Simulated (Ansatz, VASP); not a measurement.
## Two plane-wave programs on Pd

```xyz
3
Lattice="4.4683 0.0000 0.0000 -2.2341 3.8696 0.0000 0.0000 0.0000 2.6486" Properties=species:S:1:pos:R:3 pbc="T T T"
Pd    0.0000    0.0000    2.6486
Pd    0.0000    2.5798    1.3243
Pd    2.2341    1.2899    1.3243
```

Alike in both runs: functional r2SCAN; k mesh 8 × 8 × 12; occupations fermi-dirac, width 0.05 eV; collinear spin.

Ansatz relaxed the structure, and its values are those at the end. VASP's run is a single point on that final structure, the one shown.

|  | VASP | Ansatz |
| --- | --- | --- |
| version | VASP 6.6.1 | Ansatz 0.2.0 |
| potentials or method | VASP PAW PBE potentials, release 64 (Pd), cutoff 520 eV | plane waves (500 eV) with PAW, scalar-relativistic |
| valence electrons in the cell | 30 | 54 |

|  | VASP | Ansatz | Ansatz less VASP |
| --- | --- | --- | --- |
| pressure (GPa) | 0.4 | 0.0 | -0.43 |
| net moment per atom (μB) | 0.00 | 0.19 | +0.193 |
| size of the moment on the site where the two differ most (μB) | 0.00 | 0.26 | +0.265 |

The net moments are unlike, so the other rows may belong to different states. VASP's potentials were made for PBE, not for r2SCAN. Site moments also hang on the region over which each program counts them. VASP's potentials hold 30 valence electrons a cell and Ansatz's 54, so a difference there can come from the potentials and not from the codes.
